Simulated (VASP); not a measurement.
Set up this calculation in VASP 6.6.1, as the native input.

* Task: single point
* Functional: LDA
* Potentials or basis: VASP PAW LDA potentials, release 64 (Si)
* Cutoff: 400 eV
* k mesh: 2 × 2 × 2
* Occupations: fermi-dirac, width 0.02 eV
* Spin: no spin polarisation
* Dipole correction: no
* Further INCAR settings: ALGO = Normal; EDIFF = 1e-06; NBANDS = 48

The structure of Si (a cell with a defect) lies in POSCAR:

```
Si
1.0
    0.0000000000      5.4300000000      5.4300000000
    5.4300000000      0.0000000000      5.4300000000
    5.4300000000      5.4300000000      0.0000000000
Si
17
Direct
   -0.0066836096      0.0134081031     -0.0001674033
    0.1191150092      0.1227579190      0.1356395028
   -0.0115766114      0.0022788214      0.5072692449
    0.1087093002      0.1556472376      0.6268004604
   -0.0066776243      0.4937122468     -0.0001978821
    0.1447510129      0.6451303867      0.0652373849
    0.0179673112      0.5183431860      0.4455803867
    0.1087570902      0.6090883978      0.6267644567
    0.4908106814     -0.0087974217      0.0270476980
    0.6223604972      0.1227586556      0.1356380295
    0.5018917127      0.0022810313      0.5072675875
    0.6151383978      0.1154905157      0.6540949355
    0.5130329650      0.4937138122     -0.0001963168
    0.6223627993      0.6194972376      0.1356502762
    0.5019101289      0.4887581952      0.5072847145
    0.6552500000      0.6090921731      0.6267654696
    0.2913261510      0.7917244936      0.6254825046
```

These files were run (other wordings do the same):

INCAR

```
ALGO = Normal
EDIFF = 1E-6
ENCUT = 400
GGA_COMPAT = False
ISIF = 2
ISMEAR = -1
LASPH = True
LCHARG = True
LELF = True
LREAL = False
LVHAR = True
LWAVE = False
NBANDS = 48
NELM = 120
PREC = Accurate
SIGMA = 0.02
```

KPOINTS

```
k-points
0
Gamma
  2 2 2
```

Potentials or basis: VASP PAW LDA potentials, release 64 (Si).

The run is started by

```bash
$ cat potpaw_LDA.64/Si/POTCAR > POTCAR
$ mpirun -np 1 vasp_std > vasp.out
```

Results of the run:

```yaml
Pressure: 1.2 GPa
Largest_force: 0.105 eV/Å
```

Caveat: the k points lie up to 0.50 Å⁻¹ apart.

Wall time 54 s on 1 thread of Intel(R) Xeon(R) 6975P-C (Granite Rapids) (shared host), peak memory 0.27 GiB.
